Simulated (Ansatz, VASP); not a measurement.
**Ta2H in VASP and in Ansatz**

```xyz
3
Lattice="1.6913 -2.3313 0.0000 1.6913 2.3313 0.0000 0.0000 0.0000 4.6779" Properties=species:S:1:pos:R:3 pbc="T T T"
Ta    0.8457    1.1656    1.2376
Ta    0.8457   -1.1656    3.4403
H     0.0000    0.0000    0.0000
```

Alike in both runs: task single point; functional PBEsol; k mesh 10 × 10 × 6; no spin polarisation.

|  | VASP | Ansatz |
| --- | --- | --- |
| version | VASP 6.6.1 | Ansatz 0.2.0 |
| potentials or method | VASP PAW PBE potentials, release 64 (Ta_pv, H), cutoff 520 eV | plane waves, PAW |
| occupations | methfessel-paxton of order 1, width 0.15 eV | cold, width 0.15 eV |
| valence electrons in the cell | 23 | 27 |

Ansatz gave:

* pressure (GPa): 7.1
* traceless stress, the component that is largest in VASP (GPa): -2.35

Task: What did VASP give for the same quantities?

Result: Pressure (GPa): 7.3; traceless stress, the component that is largest in VASP (GPa): -2.45.

VASP's potentials were made for PBE, not for PBEsol. VASP's potentials hold 23 valence electrons a cell and Ansatz's 27, so a difference there can come from the potentials and not from the codes.

Neither program's run includes spin-orbit coupling.
